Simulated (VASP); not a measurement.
Wanted: the native input for a VASP 6.6.1 run.

- Task: single point
- Functional: PBE
- Potentials or basis: VASP PAW PBE potentials, release 64 (B, P)
- Cutoff: 500 eV
- k mesh: 5 × 5 × 3
- Occupations: gaussian, width 0.2 eV
- Spin: no spin polarisation
- Dipole correction: no
- Further INCAR settings: ALGO = Normal; EDIFF = 1e-06; NBANDS = 19

The structure of B5P lies in POSCAR:

```
B5P
1.0
    3.3207680523      0.0000000000      0.0000000000
   -1.6603840262      2.8758694934      0.0000000000
    0.0000000000      0.0000000000      6.0529609827
B P
5 1
Direct
    0.0000000000      0.0000000000      0.7420712225
    0.4983122923      0.0000000000      0.5423856674
    0.0000000000      0.4983122923      0.5423856674
    0.5016877077      0.5016877077      0.5423856674
    0.0000000000      0.0000000000      0.3427093579
    0.0000000000      0.0000000000      1.0423836175
```

These files were run (other wordings do the same):

INCAR

```
PREC = Accurate ; ENCUT = 500
EDIFF = 1E-6 ; ISMEAR = 0
SIGMA = 0.2 ; LREAL = False
LASPH = True ; NELM = 120
ALGO = Normal ; ISIF = 2
LWAVE = False ; LCHARG = False
GGA = PE ; NBANDS = 19
GGA_COMPAT = False
```

KPOINTS

```
regular mesh
0
Gamma
  5 5 3
```

Potentials or basis: VASP PAW PBE potentials, release 64 (B, P).

Launch:

```console
$ cat potpaw_PBE.64/B/POTCAR potpaw_PBE.64/P/POTCAR > POTCAR
$ mpirun -np 1 vasp_std > vasp.out
```

Results of the run:

The pressure is 0.0 GPa, the largest force is 0.021 eV/Å and the band gap on the k mesh is zero (band 10 reaches 7.58 eV, above the bottom of band 11 at 5.18 eV).

Caveat: the k points lie up to 0.44 Å⁻¹ apart.

Wall time 17 s on 1 thread of Intel Xeon 8259CL, on a shared host, peak memory 0.16 GiB.
